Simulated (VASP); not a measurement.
# P (P-1) in VASP: single point with PBE

Aim: the single point of P with PBE.

All numbers are computed with VASP 6.6.1; they aren't measurements. Logs are shortened: lines on timing, memory, paths and dates and some standing lists are left out, and cuts for length are marked.

**1. The cell of the first run**

The typed cell holds 24 atoms: a = 5.575 Å, b = 11.027 Å, c = 11.169 Å, α = 94.68°, β = 99.83°, γ = 100.55°.

**2. Single point, PBE (27.53 Å³/atom)**

Contents of INCAR:

```
SYSTEM = P
PREC = Accurate
ENCUT = 520
EDIFF = 1E-7
ISMEAR = -1
SIGMA = 0.02
LREAL = Auto
LASPH = .TRUE.
NELM = 80
ALGO = Normal
ISIF = 2
LWAVE = .FALSE.
LCHARG = .FALSE.
GGA = PE
NBANDS = 78
KPAR = 4
```

Contents of KPOINTS:

```
regular mesh
0
G
  6 3 3
  0 0 0
```

Contents of POSCAR:

```
P
1.0
    5.5754161992      0.0000000000      0.0000000000
   -2.0194958857     10.8408949170      0.0000000000
   -1.9059903895     -1.2824482312     10.9300642838
P
24
Direct
    0.0832154741     -0.0073353228      0.6772418796
    0.9167845259      1.0073353228      0.3227581204
    0.5835189710      0.1810916546      0.5431905751
    0.4164810290      0.8189083454      0.4568094249
    0.1673687786      0.0498595361      0.1920371937
    0.8326312214      0.9501404639      0.8079628063
    0.7701783899      0.3776445244      0.5562945407
    0.2298216101      0.6223554756      0.4437054593
    0.6958160818      0.3028427968      0.0255653699
    0.3041839182      0.6971572032      0.9744346301
    0.2363577790      0.0148791962      0.8752654841
    0.7636422210      0.9851208038      0.1247345159
    0.5065182411      0.3205032125      0.6776132052
    0.4934817589      0.6794967875      0.3223867948
    0.3682718695      0.3208417240      0.4805533633
    0.6317281305      0.6791582760      0.5194466367
    0.0766983201      0.3667682984      0.1321434518
    0.9233016799      0.6332317016      0.8678565482
    0.0094881776      0.1445396076      0.7987584167
    0.9905118224      0.8554603924      0.2012415833
    0.8026750505      0.4877947872      0.1337551844
    0.1973249495      0.5122052128      0.8662448156
    0.7622186386      0.3184474482      0.2273876201
    0.2377813614      0.6815525518      0.7726123799
```

Potentials or basis: VASP PAW PBE potentials, release 64 (P).

Launch:

```bash
> cat potpaw_PBE.64/P/POTCAR > POTCAR
> mpirun -np 4 vasp_std > vasp.out
```

OUTCAR:

```text
SYSTEM = P
   PREC = Accurate
   ENCUT = 520
   EDIFF = 1E-7
   ISMEAR = -1
   LREAL = Auto
   LASPH = .TRUE.
   NELM = 80
   ISIF = 2
   GGA = PE

 ion  position               nearest neighbor table
   1  0.083  0.993  0.677-  11 2.21   6 2.21  19 2.21
   2  0.917  0.007  0.323-  12 2.21   5 2.21  20 2.21
   3  0.584  0.181  0.543-  15 2.21   7 2.21  13 2.21
   4  0.416  0.819  0.457-  16 2.21   8 2.21  14 2.21
   5  0.167  0.050  0.192-   2 2.21  20 2.21  12 2.21
   6  0.833  0.950  0.808-   1 2.21  19 2.21  11 2.21
[... 16 lines left out ...]
  23  0.762  0.318  0.227-   9 2.21  17 2.21  21 2.21
  24  0.238  0.682  0.773-  10 2.21  18 2.21  22 2.21

  LATTYP: Found a triclinic cell.
 ALAT       =     5.5754161992
 B/A-ratio  =     2.3741015524
 C/A-ratio  =     2.0032361743
 COS(alpha) =     0.0038754785
 COS(beta)  =     0.1706519518
 COS(gamma) =     0.5737810045

  Lattice vectors:

 A1 = (   5.5754161992,   0.0000000000,   0.0000000000)
 A2 = (   7.5949120849, -10.8408949170,   0.0000000000)
 A3 = (   1.9059903895,   1.2824482312, -10.9300642838)

Analysis of symmetry for initial positions (statically):
=====================================================================
 Subroutine PRICEL returns:
 Original cell was already a primitive cell.

 Routine SETGRP: Setting up the symmetry group for a
 triclinic supercell.

 Subroutine GETGRP returns: Found  2 space group operations
 (whereof  2 operations were pure point group operations)
 out of a pool of  2 trial point group operations.

The static configuration has the point symmetry S_2 .

Analysis of symmetry for dynamics (positions and initial velocities):
=====================================================================
 Subroutine PRICEL returns:
 Original cell was already a primitive cell.

 Routine SETGRP: Setting up the symmetry group for a
 triclinic supercell.

 Subroutine GETGRP returns: Found  2 space group operations
 (whereof  2 operations were pure point group operations)
 out of a pool of  2 trial point group operations.

The dynamic configuration has the point symmetry S_2 .

 Subroutine INISYM returns: Found  2 space group operations
 (whereof  2 operations are pure point group operations),
 and found     1 'primitive' translations

----------------------------------------------------------------------------------------

                                     Primitive cell

  volume of cell :     660.6404

  direct lattice vectors                    reciprocal lattice vectors
     5.575416199  0.000000000  0.000000000     0.179358807  0.033411852  0.035196969
    -2.019495886 10.840894917  0.000000000     0.000000000  0.092243307  0.010823108
    -1.905990390 -1.282448231 10.930064284     0.000000000  0.000000000  0.091490770

  length of vectors
     5.575416199 11.027391633 11.168875417     0.185808397  0.092876086  0.091490770

  position of ions in fractional coordinates (direct lattice)
     0.083215474  0.992664677  0.677241880
     0.916784526  0.007335323  0.322758120
     0.583518971  0.181091655  0.543190575
     0.416481029  0.818908345  0.456809425
     0.167368779  0.049859536  0.192037194
     0.832631221  0.950140464  0.807962806
[... 16 lines left out ...]
     0.762218639  0.318447448  0.227387620
     0.237781361  0.681552552  0.772612380

  ion indices of the primitive-cell ions
   primitive index   ion index
                 1           1
                 2           2
                 3           3
                 4           4
                 5           5
                 6           6
[... 16 lines left out ...]
                23          23
                24          24

----------------------------------------------------------------------------------------

 KPOINTS: regular mesh

Automatic generation of k-mesh.
 Grid dimensions read from file:
 generate k-points for:    6    3    3

 Generating k-lattice:

  Cartesian coordinates                     Fractional coordinates (reciprocal lattice)
     0.029893135  0.005568642  0.005866161     0.166666667  0.000000000 -0.000000000
     0.000000000  0.030747769  0.003607703     0.000000000  0.333333333  0.000000000
     0.000000000  0.000000000  0.030496923     0.000000000  0.000000000  0.333333333

  Length of vectors
     0.030968066  0.030958695  0.030496923

  Shift w.r.t. Gamma in fractional coordinates (k-lattice)
     0.000000000  0.000000000  0.000000000

 Subroutine IBZKPT returns following result:
 ===========================================

 Found     28 irreducible k-points:

 Following reciprocal coordinates:
            Coordinates               Weight
  0.000000  0.000000  0.000000      1.000000
  0.166667  0.000000  0.000000      2.000000
  0.333333  0.000000  0.000000      2.000000
  0.500000  0.000000  0.000000      1.000000
  0.000000  0.333333  0.000000      2.000000
  0.166667  0.333333  0.000000      2.000000
[... 16 lines left out ...]
  0.000000 -0.333333  0.333333      2.000000
  0.166667 -0.333333  0.333333      2.000000
 [... further k-points ...]
   k-points           NKPTS =     28   k-points in BZ     NKDIM =     28   number of bands    NBANDS=     78
   number of dos      NEDOS =    301   number of ions     NIONS =     24
   total plane-waves  NPLWV = 296352
   dimension x,y,z NGX =    42 NGY =   84 NGZ =   84
   dimension x,y,z NGXF=    84 NGYF=  168 NGZF=  168
   ions per type =              24
   NGX,Y,Z   is equivalent  to a cutoff of  12.52, 12.66, 12.50 a.u.
   NGXF,Y,Z  is equivalent  to a cutoff of  25.05, 25.33, 25.01 a.u.
 SYSTEM =  P
   PREC   = accura    normal or accurate (medium, high low for compatibility)
   ISTART =      0    job   : 0-new  1-cont  2-samecut
   ICHARG =      2    charge: 1-file 2-atom 10-const
   ISPIN  =      1    spin polarized calculation?
   LNONCOLLINEAR =      F non collinear calculations
   LSORBIT =      F    spin-orbit coupling
   LASPH  =      T    aspherical Exc in radial PAW
   ENCUT  =  520.0 eV  38.22 Ry    6.18 a.u.  10.37 20.50 20.77*2*pi/ulx,y,z
   NELM   =     80;   NELMIN=  2; NELMDL= -5     # of ELM steps
   EDIFF  = 0.1E-06   stopping-criterion for ELM
   LREAL  =      T    real-space projection
   EDIFFG = 0.1E-05   stopping-criterion for IOM
   NSW    =      0    number of steps for IOM
   IBRION =     -1    ionic relax: 0-MD 1-quasi-New 2-CG
   NFREE  =      0    steps in history (QN), initial steepest desc. (CG)
   ISIF   =      2    stress and relaxation
   ISYM   =      2    0-nonsym 1-usesym 2-fastsym
   POTIM  = 0.5000    time-step for ionic-motion
   TEBEG  =    0.0;   TEEND  =   0.0 temperature during run
   PSTRESS=    0.0 pullay stress
   NELECT =     120.0000    total number of electrons
   NUPDOWN=      -1.0000    fix difference up-down
   EMIN   =  10.00;   EMAX   =-10.00  energy-range for DOS
   EFERMI =   0.00;   METHOD = LEGACY
   ISMEAR =    -1;   SIGMA  =   0.02  broadening in eV -4-tet -1-fermi 0-gaus
   EFERMI_NEDOS =   21; number of points for ismear=-14 and -15
   IALGO  =     38    algorithm
   IMIX   =      4    mixing-type and parameters
     AMIX     =   0.40;   BMIX     =  1.00
     AMIX_MAG =   1.60;   BMIX_MAG =  1.00
  volume/ion in A,a.u.               =      27.53       185.76
  Fermi-wavevector in a.u.,A,eV,Ry     =   0.927143  1.752047 11.695496  0.859595
  Thomas-Fermi vector in A             =   2.053181
   LORBIT       =      0    0 simple, 1 ext, 2 COOP (PROOUT), +10 PAW based schemes
   GGA     = PE    functional components
   LHFCALC =     F    Hartree Fock is set to
   AEXX    =    0.0000 exact exchange contribution
   IVDW    =     0    specifies the selected vdW correction
   LEPSILON=     F    determine dielectric tensor
   LRPA    =     F    only Hartree local field effects (RPA)
 non-spin polarized calculation
  energy-cutoff  :      520.00
  volume of cell :      660.64
 maximum number of plane-waves:     17818
 NGX is ok and might be reduce to    42
   NGX = 21   NGY = 41   NGZ = 41

 number of electron     120.0000001 magnetization

 Free energy of the ion-electron system (eV)
  ---------------------------------------------------
  ext. energy  EPLUGINS =         0.00000000
  ---------------------------------------------------
  free energy    TOTEN  =      -126.27762727 eV

  energy without entropy =     -126.27762727  energy(sigma->0) =     -126.27762727

 E-fermi :   1.6920     XC(G=0):  -8.0082

 val. band max:        1.2259377909   @ k =   0.5000   0.0000   0.0000
 cond. band min:       4.3169794654   @ k =   0.0000   0.3333   0.3333
 fundamental gap:      3.0910416745
 Fermi energy:         1.6920247300

 k-point     1 :       0.0000    0.0000    0.0000
  band No.  band energies     occupation
      1     -12.9545      2.00000
      2     -12.8442      2.00000
      3     -12.8435      2.00000
      4     -12.8135      2.00000
      5     -12.8039      2.00000
      6     -12.7713      2.00000
[... 64 lines left out ...]
     71       5.2565      0.00000
     72       5.2797      0.00000

 k-point     2 :       0.1667    0.0000    0.0000
  band No.  band energies     occupation
      1     -12.9371      2.00000
      2     -12.8435      2.00000
      3     -12.8321      2.00000
      4     -12.8110      2.00000
      5     -12.7983      2.00000
      6     -12.7676      2.00000
[... 64 lines left out ...]
     71       5.1971      0.00000
     72       5.3277      0.00000

 k-point     3 :       0.3333    0.0000    0.0000
  band No.  band energies     occupation
      1     -12.8967      2.00000
      2     -12.8350      2.00000
      3     -12.8197      2.00000
      4     -12.8066      2.00000
      5     -12.7866      2.00000
      6     -12.7616      2.00000
[... 1564 lines left out ...]
     71       5.2498      0.00000
     72       5.3876      0.00000

 k-point    24 :       0.1667   -0.3333    0.3333
  band No.  band energies     occupation
      1     -12.9027      2.00000
      2     -12.8785      2.00000
      3     -12.8536      2.00000
      4     -12.8158      2.00000
      5     -12.7787      2.00000
      6     -12.7609      2.00000
[... 64 lines left out ...]
     71       5.3333      0.00000
     72       5.3769      0.00000

 [... further k-points ...]

 [bands above 72 left out]

------------------------ aborting loop because EDIFF is reached ----------------------------------------

  FORCE on cell =-STRESS in cart. coord.  units (eV):
  Direction    XX          YY          ZZ          XY          YZ          ZX
  --------------------------------------------------------------------------------------
  -------------------------------------------------------------------------------------
  Total        1.4966691      1.3754432      1.3249147      0.0554756      0.0431069      0.3350285
  in kB        3.6297042      3.3357087      3.2131673      0.1345388      0.1045423      0.8125071
  external PRESSURE =       3.3928600 kB  Pullay stress =       0.0000000 kB

 VOLUME and BASIS-vectors are now :
 -----------------------------------------------------------------------------
  energy-cutoff  :      520.00
  volume of cell :      660.64
      direct lattice vectors                 reciprocal lattice vectors
     5.575416199  0.000000000  0.000000000     0.179358807  0.033411852  0.035196969
    -2.019495886 10.840894917  0.000000000     0.000000000  0.092243307  0.010823108
    -1.905990390 -1.282448231 10.930064284     0.000000000  0.000000000  0.091490770

 POSITION                                       TOTAL-FORCE (eV/Angst)
 -----------------------------------------------------------------------------------
     -2.83154      9.89285      7.40230        -0.050524      0.023763      0.124436
      4.48147     -0.33440      3.52777         0.050524     -0.023763     -0.124436
      1.85233      1.26658      5.93711        -0.040590      0.126629      0.024072
     -0.20240      8.29186      4.99296         0.040590     -0.126629     -0.024072
      0.46644      0.29424      2.09898        -0.100737     -0.086580      0.019316
      1.18349      9.26420      8.83109         0.100737      0.086580     -0.019316
[... 16 lines left out ...]
      3.17318      3.16064      2.48536         0.051766      0.065226     -0.106753
     -1.52325      6.39780      8.44470        -0.051766     -0.065226      0.106753
 -----------------------------------------------------------------------------------
    total drift:                                0.000000      0.000000      0.000000

  FREE ENERGIE OF THE ION-ELECTRON SYSTEM (eV)
  ---------------------------------------------------
  free  energy   TOTEN  =      -126.2776272690 eV

  energy  without entropy=     -126.2776272690  energy(sigma->0) =     -126.27762727
```

Wall time 13 min (4 MPI ranks of AMD EPYC 7R13 (Zen 3), shared host); peak memory 1.1 GiB.

What came out:

```
Free energy            : -126.2776 eV
Pressure               : 0.3 GPa
Largest force          : 0.142 eV/Å
Band gap on the k mesh : 3.09 eV (least direct gap 3.12 eV)
```

Forces on the atoms (eV/Å):
```
P   -0.051  0.024  0.124
P    0.051 -0.024 -0.124
P   -0.041  0.127  0.024
P    0.041 -0.127 -0.024
P   -0.101 -0.087  0.019
P    0.101  0.087 -0.019
P   -0.105 -0.088  0.003
P    0.105  0.088 -0.003
P    0.043  0.060  0.118
P   -0.043 -0.060 -0.118
P   -0.094  0.021 -0.094
P    0.094 -0.021  0.094
P    0.054 -0.009 -0.122
P   -0.054  0.009  0.122
P    0.094 -0.030  0.098
P   -0.094  0.030 -0.098
P   -0.136  0.004 -0.001
P    0.136 -0.004  0.001
P    0.044 -0.128 -0.007
P   -0.044  0.128  0.007
P    0.046 -0.134 -0.009
P   -0.046  0.134  0.009
P    0.052  0.065 -0.107
P   -0.052 -0.065  0.107
```

Caveat: this functional lacks dispersion, which holds the molecules together, so the pressure and a relaxed volume are unreliable. A k mesh can miss the band edges.
